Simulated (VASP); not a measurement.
BP:

```
B P
1.0
     0.00000    2.27419    2.27419
     2.27419    0.00000    2.27419
     2.27419    2.27419    0.00000
B P
1 1
Direct
  0.00000 0.00000 0.00000
  0.25000 0.25000 0.25000
```

- Program: VASP 6.6.1
- Task: relaxation of cell and atoms
- Functional: LDA
- Potentials or basis: VASP PAW LDA potentials, release 64 (B, P)
- Cutoff: 600 eV
- k mesh: 8 × 8 × 8
- Occupations: fermi-dirac, width 0.02 eV
- Spin: no spin polarisation

At the start: pressure -6.4 GPa; volume 11.76 Å³/atom.

Where does the relaxation end?

Over 3 steps the energy falls by 9.2 meV/atom and the volume is 11.31 Å³/atom (-3.8 %); space group F-43m (No. 216, to 0.05 Å).

Step by step:
| step | energy change (eV) | largest force (eV/Å) | pressure (GPa) | volume (Å³) |
| --- | --- | --- | --- | --- |
| 1 | 0.0000 | 0.0000 | -6.35 | 23.52 |
| 2 | -0.0075 | 0.0000 | 5.44 | 21.97 |
| 3 | -0.0184 | 0.0000 | -0.02 | 22.63 |

Final structure:
```
B P
1.0
     0.00000    2.24497    2.24497
     2.24497    0.00000    2.24497
     2.24497    2.24497    0.00000
B P
1 1
Direct
  0.00000 0.00000 0.00000
  0.25000 0.25000 0.25000
```
